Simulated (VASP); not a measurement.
# Al16SiN15 (a cell with a defect) in VASP: electric field gradients with PBE

Aim: the electric field gradients of Al16SiN15 (a cell with a defect) with PBE.

Everything below comes from runs of VASP 6.6.1. Logs are shortened: lines on timing, memory, paths and dates and some standing lists are left out, and cuts for length are marked.

## (1) The cell of the first run

The cell holds a defect, 32 atoms: a = 6.260 Å, b = 6.260 Å, c = 10.035 Å, α = 90.00°, β = 90.00°, γ = 120.00°.

## (2) Electric field gradients, PBE, collinear spin

The input, INCAR:

```
  PREC = Accurate
  ENCUT = 520
  EDIFF = 1E-8
  ISMEAR = -1
  SIGMA = 0.01
  LREAL = Auto
  LASPH = True
  NELM = 200
  ALGO = Normal
  ISIF = 2
  LWAVE = False
  LCHARG = False
  ISPIN = 2
  MAGMOM = 0 0 0 0 0 0.02 0 0 0 0.02 0 0 0 0.01 0 0 0.11 0 0 0 0.05 0 0 0.01 0.05 0 0 0.01 0.02 0 0 0.21
  LORBIT = 11
  NUPDOWN = 1.0
  GGA = PE
  LEFG = True
  NBANDS = 90
  GGA_COMPAT = False
  ISYM = -1
  KPAR = 1
```

The input, KPOINTS:

```
explicit points
4
Reciprocal
  0.25000000   0.25000000   0.25000000 2
  0.25000000   0.25000000   0.75000000 2
  0.25000000   0.75000000   0.25000000 2
  0.25000000   0.75000000   0.75000000 2
```

The input, POSCAR:

```
Al16SiN15
1.0
    6.2595139326      0.0000000578      0.0000000000
   -3.1297570163      5.4208980521      0.0000000000
    0.0000000000      0.0000000000     10.0348065068
Al N Si
16 15 1
Direct
    0.3368422427      0.1643731295      0.2510611880
    0.1655467736      0.3353805483      0.5000728183
    0.3304946828      0.1705790313      0.7567006826
    0.1675019638      0.3331680244      1.0077643417
    0.3379901480      0.6705874582      0.2515249574
    0.1966035186      0.8588377883      0.5155012623
    0.3298541947      0.6604070160      0.7567677136
    0.1767229271      0.8373697679      0.9929320691
    0.8304866636      0.1631714720      0.2514200403
    0.6427681508      0.3048508143      0.5153958906
    0.8404125830      0.1709472475      0.7568335223
    0.6633451225      0.3241625692      0.9929849715
    0.8396165167      0.6616476049      0.2006217129
    0.6488180375      0.8519859050      0.5212936124
    0.8338941067      0.6672376531      0.7485077165
    0.6644089331      0.8361453309      0.9949479156
    0.3308010049      0.1708675553      0.4413101674
    0.1691327253      0.3320240477      0.1963986259
    0.3296769930      0.1710811601      0.9410190515
    0.1678283517      0.3326910787      0.6902029355
    0.3318347052      0.6745563459      0.4440680191
    0.1859018408      0.8386109499      0.1774369216
    0.3302917571      0.6601618524      0.9412422164
    0.1762527695      0.8371598160      0.7023732423
    0.8263449057      0.1687803988      0.4439340915
    0.6625601267      0.3154945434      0.1774687855
    0.8401860415      0.1701973809      0.9413570384
    0.6641064259      0.3248783156      0.7023539195
    0.6661009038      0.8349970579      0.1819548029
    0.8334448959      0.6673153100      0.9429037610
    0.6642270162      0.8366525963      0.7048107252
    0.8311351310      0.6705795908      0.4216327549
```

Potentials or basis: VASP PAW PBE potentials, release 64 (Al, N, Si).

The run is started by

```bash
$ cat potpaw_PBE.64/Al/POTCAR potpaw_PBE.64/N/POTCAR potpaw_PBE.64/Si/POTCAR > POTCAR
$ mpirun -np 4 vasp_std > vasp.out
```

OUTCAR:

```text
PREC = Accurate
   ENCUT = 520
   EDIFF = 1E-8
   ISMEAR = -1
   LREAL = Auto
   LASPH = True
   NELM = 200
   ISIF = 2
   ISPIN = 2
   LORBIT = 11
   NUPDOWN = 1.0
   GGA = PE
   ISYM = -1

 ion  position               nearest neighbor table
   1  0.337  0.164  0.251-  18 1.90  17 1.91  26 1.92  22 1.92   4 3.05   9 3.09   5 3.09   2 3.11
                             6 3.13  10 3.13  12 3.14   8 3.14   5 3.17   9 3.17  13 3.17  13 3.17
   2  0.166  0.335  0.500-  17 1.88  20 1.91  21 1.92  25 1.92   5 3.09   9 3.09   6 3.09  10 3.09
                             1 3.11   7 3.12  11 3.12   3 3.13  14 3.14  14 3.14  10 3.18   6 3.19
   3  0.330  0.171  0.757-  19 1.85  20 1.88  24 1.89  28 1.89   6 2.96  10 2.96  12 2.98   8 2.98
                             7 3.07  11 3.07   4 3.08  15 3.13  15 3.13   2 3.13  11 3.19   7 3.19
   4  0.168  0.333  0.008-  19 1.88  18 1.89  23 1.89  27 1.90   9 3.05   1 3.05   5 3.05   3 3.08
                            11 3.08   7 3.08   8 3.13  12 3.13  16 3.13  16 3.13  12 3.14   8 3.14
   5  0.338  0.671  0.252-  22 1.89  29 1.91  18 1.92  21 1.93   4 3.05   9 3.08   2 3.09   1 3.09
                            16 3.12  13 3.13   8 3.15   1 3.17   9 3.18  14 3.19   6 3.20  13 3.21
   6  0.197  0.859  0.516-  17 1.85  24 1.88  21 1.88  32 2.19  10 2.79  14 2.85   3 2.96   7 3.02
                            15 3.06   2 3.09   1 3.13   2 3.19   5 3.20
   7  0.330  0.660  0.757-  23 1.85  24 1.87  31 1.89  20 1.90  14 2.93   8 2.97  16 3.00   6 3.02
                            11 3.06   3 3.07   4 3.08   2 3.12  15 3.13  15 3.13   3 3.19  11 3.20
   8  0.177  0.837  0.993-  22 1.85  23 1.87  19 1.88  30 1.93  13 2.77   7 2.97   3 2.98  12 3.05
                            16 3.06  15 3.08   4 3.13   4 3.14   1 3.14   5 3.15  16 3.20  12 3.21
   9  0.830  0.163  0.251-  26 1.89  29 1.91  18 1.92  25 1.93   4 3.05   5 3.08   2 3.09   1 3.09
[... 17 lines left out ...]
  19  0.330  0.171  0.941-   3 1.85   4 1.88  12 1.88   8 1.88
  20  0.168  0.333  0.690-   3 1.88  11 1.90   7 1.90   2 1.91
  21  0.332  0.675  0.444-   6 1.88  14 1.89   2 1.92   5 1.93
  22  0.186  0.839  0.177-   8 1.85   5 1.89  13 1.89   1 1.92
[... 8 lines left out ...]
  31  0.664  0.837  0.705-  14 1.85  11 1.89   7 1.89  15 1.89
  32  0.831  0.671  0.422-   6 2.19  10 2.19  14 2.21  13 2.22

IMPORTANT INFORMATION: All symmetrisations will be switched off!
NOSYMM: (Re-)initialisation of all symmetry stuff for point group C_1.

----------------------------------------------------------------------------------------

                                     Primitive cell

  volume of cell :     340.5029

  direct lattice vectors                    reciprocal lattice vectors
     6.259513933  0.000000058  0.000000000     0.159756813  0.092235641  0.000000000
    -3.129757016  5.420898052  0.000000000    -0.000000002  0.184471279  0.000000000
     0.000000000  0.000000000 10.034806507     0.000000000  0.000000000  0.099653142

  length of vectors
     6.259513933  6.259513933 10.034806507     0.184471279  0.184471279  0.099653142

  position of ions in fractional coordinates (direct lattice)
     0.336842243  0.164373129  0.251061188
     0.165546774  0.335380548  0.500072818
     0.330494683  0.170579031  0.756700683
     0.167501964  0.333168024  0.007764342
     0.337990148  0.670587458  0.251524957
     0.196603519  0.858837788  0.515501262
[... 833 lines left out ...]
    total drift:                                0.007633     -0.001175      0.015036

  FREE ENERGIE OF THE ION-ELECTRON SYSTEM (eV)
  ---------------------------------------------------
  free  energy   TOTEN  =      -226.2692988570 eV

  energy  without entropy=     -226.2681834079  energy(sigma->0) =     -226.26874113

 Electric field gradients (V/A^2)
---------------------------------------------------------------------
 ion       V_xx      V_yy      V_zz      V_xy      V_xz      V_yz
---------------------------------------------------------------------
   1      -3.582     1.689     1.893     4.516     3.834    -2.235
   2      -3.483    -1.118     4.601     2.042     1.796    -0.988
   3       0.831     4.657    -5.487     3.378    -2.130     1.183
   4       0.923     1.733    -2.656     0.835     0.805    -0.406
   5      -0.665    -2.711     3.375     1.286    -1.078     4.271
   6       0.017     0.817    -0.834    -0.051    -7.697     0.321
[... 24 lines left out ...]
  31       3.408     3.762    -7.170     0.348     8.607    -4.957
  32      19.300    24.485   -43.785     4.161    15.946    -9.361
---------------------------------------------------------------------

 Electric field gradients after diagonalization (V/A^2)
 (convention: |V_zz| > |V_xx| > |V_yy|)
----------------------------------------------------------------------
 ion       V_xx      V_yy      V_zz     asymmetry (V_yy - V_xx)/ V_zz
----------------------------------------------------------------------
   1       4.284     3.855    -8.139       0.053
   2       5.034     0.059    -5.093       0.977
   3      -6.579    -0.047     6.626       0.986
   4       2.257     0.644    -2.902       0.556
   5      -5.471    -0.128     5.599       0.954
   6       7.310     0.812    -8.121       0.800
[... 24 lines left out ...]
  31       9.216     3.975   -13.191       0.397
  32      26.801    22.167   -48.968       0.095
----------------------------------------------------------------------

           NMR quadrupolar parameters

 Cq : quadrupolar parameter    Cq=e*Q*V_zz/h
 eta: asymmetry parameters     (V_yy - V_xx)/ V_zz
 Q  : nuclear electric quadrupole moment in mb (millibarn)
----------------------------------------------------------------------
 ion       Cq(MHz)       eta       Q (mb)
----------------------------------------------------------------------
   1      -0.020       0.053       1.000
   2      -0.012       0.977       1.000
   3       0.016       0.986       1.000
   4      -0.007       0.556       1.000
   5       0.014       0.954       1.000
   6      -0.020       0.800       1.000
[... 24 lines left out ...]
  31      -0.032       0.397       1.000
  32      -0.118       0.095       1.000
----------------------------------------------------------------------

 total charge

# of ion       s       p       d       tot
------------------------------------------
    1        0.362   0.419   0.000   0.780
    2        0.361   0.420   0.000   0.781
    3        0.374   0.456   0.000   0.830
    4        0.368   0.439   0.000   0.807
    5        0.361   0.419   0.000   0.780
    6        0.404   0.483   0.000   0.887
[... 24 lines left out ...]
   31        1.229   2.652   0.000   3.880
   32        0.837   1.185   0.000   2.022
--------------------------------------------------
tot         25.252  47.869   0.000  73.121

 magnetization (x)

# of ion       s       p       d       tot
------------------------------------------
    1       -0.000  -0.000   0.000  -0.001
    2       -0.000  -0.001   0.000  -0.001
    3       -0.000   0.000   0.000   0.000
    4       -0.000  -0.000   0.000  -0.000
    5       -0.000  -0.000   0.000  -0.000
    6        0.006   0.025   0.000   0.031
[... 24 lines left out ...]
   31       -0.000   0.002   0.000   0.002
   32        0.007   0.218   0.000   0.226
--------------------------------------------------
tot          0.034   0.509   0.000   0.543
```

OSZICAR:

```text
N       E                     dE             d eps       ncg     rms          rms(c)
DAV:   1     0.507158497649E+03    0.50716E+03   -0.58107E+04  1472   0.124E+03
DAV:   2    -0.207731399068E+03   -0.71489E+03   -0.68053E+03  1828   0.253E+02
DAV:   3    -0.261324974017E+03   -0.53594E+02   -0.53126E+02  1808   0.716E+01
[... 11 lines left out ...]
DAV:  15    -0.226269297537E+03   -0.26977E-05   -0.18511E-05  1800   0.148E-02    0.104E-02
DAV:  16    -0.226269298594E+03   -0.10570E-05   -0.57835E-06  1688   0.740E-03    0.377E-03
DAV:  17    -0.226269298796E+03   -0.20159E-06   -0.31706E-07  1744   0.226E-03    0.154E-03
DAV:  18    -0.226269298850E+03   -0.53780E-07   -0.10936E-07  1840   0.128E-03    0.728E-04
DAV:  19    -0.226269298857E+03   -0.74606E-08   -0.24181E-08  1320   0.710E-04
   1 F= -.22626930E+03 E0= -.22626874E+03  d E =-.111545E-02  mag=     1.0000
```

stdout:

```text
POSCAR found type information on POSCAR AlN Si
 POSCAR found :  3 types and      32 ions
 scaLAPACK will be used
 LDA part: xc-table for (Slater+PW92), standard interpolation
 -----------------------------------------------------------------------------
[... 18 lines left out ...]
 FFT: planning ... GRID_SOFT
 FFT: planning ... GRID
 WAVECAR not read
 entering main loop
ion   1
     0.0000349    -0.2849965     0.1270594    -0.0655154    -0.2183158     0.1662513
     0.0000480    -0.2849965     0.1270594    -0.0655154    -0.2183158     0.1662513
     0.0000661    -0.2849965     0.1270594    -0.0655154    -0.2183158     0.1662513
     0.0000910    -0.2849965     0.1270594    -0.0655154    -0.2183158     0.1662513
[... 94 lines left out ...]
ion  10
     0.0000349     0.0065245    -0.2674348     0.0827549     0.2475219     0.1181923
     0.0000480     0.0065245    -0.2674348     0.0827549     0.2475219     0.11
```

Wall time 3.4 min (4 MPI ranks of Intel Xeon Platinum 8259CL at 2.50GHz (Skylake/Cascade Lake), shared host); peak memory 0.29 GiB.

What came out:

- Free energy: -226.2693 eV
- Pressure: 10.6 GPa
- Largest force: 0.890 eV/Å
- Net moment: 1.00 μB per cell
- Site moments: Al -0.00, +0.00, +0.03, +0.02 (each value once); N +0.10, -0.00, +0.00, +0.04, +0.01, +0.02 (each value once); Si +0.23 μB
- Largest electric field gradient by atom: Al -8.1, -5.1, +6.6, -2.9, +5.6, -4.8, +8.2, -8.0, +4.8, +8.1, +9.8, -12.8, +15.2, -4.5 (each value once); N +9.7, +1.3, -8.7, -3.2, -16.5, -20.0, -8.8, -10.8, -19.9, -10.7, -15.8, +7.8, -13.2 (each value once); Si -49.0 V/Å²
- Valence electrons inside the program's atomic spheres: Al 0.78, 0.83, 0.81, 0.89, 0.82, 0.85, 0.88 (each value once); N 3.87, 3.85, 3.89, 3.86, 3.84, 3.83, 3.88 (each value once); Si 2.02

Forces in eV/Å, atoms in the order of the input:
```
Al   0.142 -0.085 -0.545
Al  -0.702  0.399 -0.045
Al   0.152 -0.080  0.021
Al  -0.116  0.058 -0.156
Al   0.219 -0.018  0.028
Al   0.428 -0.728  0.266
Al   0.168 -0.024 -0.119
Al  -0.123  0.111 -0.110
Al   0.124 -0.181  0.030
Al   0.848 -0.005  0.270
Al   0.099 -0.136 -0.111
Al  -0.152  0.048 -0.113
Al  -0.023  0.017 -0.084
Al  -0.080  0.045 -0.630
Al   0.143 -0.087 -0.101
Al  -0.170  0.099  0.002
N    0.066 -0.049  0.045
N   -0.151  0.082  0.228
N    0.143 -0.082  0.059
N   -0.104  0.081 -0.005
N    0.140 -0.028  0.139
N   -0.290  0.128  0.229
N    0.189 -0.100  0.084
N   -0.247  0.210  0.055
N    0.089 -0.084  0.146
N   -0.252  0.175  0.231
N    0.200 -0.097  0.075
N   -0.326  0.108  0.048
N   -0.231  0.129 -0.317
N    0.271 -0.150  0.140
N   -0.198  0.108  0.278
Si  -0.255  0.137 -0.034
```

Stress tensor (GPa, compression positive):
```
 9.82 -0.73 -0.08
-0.73  8.98  0.05
-0.08  0.05 12.92
```

Electric field gradients, principal values (V/Å²):
| atom | least | middle | greatest (by size) |
| --- | --- | --- | --- |
| 1 Al | 3.855 | 4.284 | -8.139 |
| 2 Al | 0.059 | 5.034 | -5.093 |
| 3 Al | -0.047 | -6.579 | 6.626 |
| 4 Al | 0.644 | 2.257 | -2.902 |
| 5 Al | -0.128 | -5.471 | 5.599 |
| 6 Al | 0.812 | 7.310 | -8.121 |
| 7 Al | 0.037 | 4.746 | -4.782 |
| 8 Al | -0.699 | -7.467 | 8.166 |
| 9 Al | -0.145 | -5.452 | 5.596 |
| 10 Al | 0.713 | 7.301 | -8.014 |
| 11 Al | -0.016 | -4.745 | 4.761 |
| 12 Al | -0.744 | -7.361 | 8.105 |
| 13 Al | -3.229 | -6.545 | 9.774 |
| 14 Al | 4.167 | 8.678 | -12.845 |
| 15 Al | -5.897 | -9.299 | 15.196 |
| 16 Al | 0.902 | 3.618 | -4.520 |
| 17 N | -2.537 | -7.126 | 9.663 |
| 18 N | -0.474 | -0.843 | 1.316 |
| 19 N | 1.199 | 7.474 | -8.673 |
| 20 N | 0.565 | 2.589 | -3.154 |
| 21 N | 0.451 | 16.069 | -16.520 |
| 22 N | 5.232 | 14.721 | -19.953 |
| 23 N | 2.396 | 6.386 | -8.782 |
| 24 N | 1.787 | 9.036 | -10.823 |
| 25 N | 0.423 | 16.030 | -16.454 |
| 26 N | 5.296 | 14.623 | -19.919 |
| 27 N | 2.283 | 6.491 | -8.773 |
| 28 N | 1.765 | 8.936 | -10.701 |
| 29 N | 2.617 | 13.143 | -15.760 |
| 30 N | -3.708 | -4.107 | 7.815 |
| 31 N | 3.975 | 9.216 | -13.191 |
| 32 Si | 22.167 | 26.801 | -48.968 |

Caveat: without QUAD_EFG the Cq values of the log hold for a quadrupole moment of 1 mb, not for the nuclei; the total moment is fixed, so each spin has its own Fermi level and the state may be an excited one.
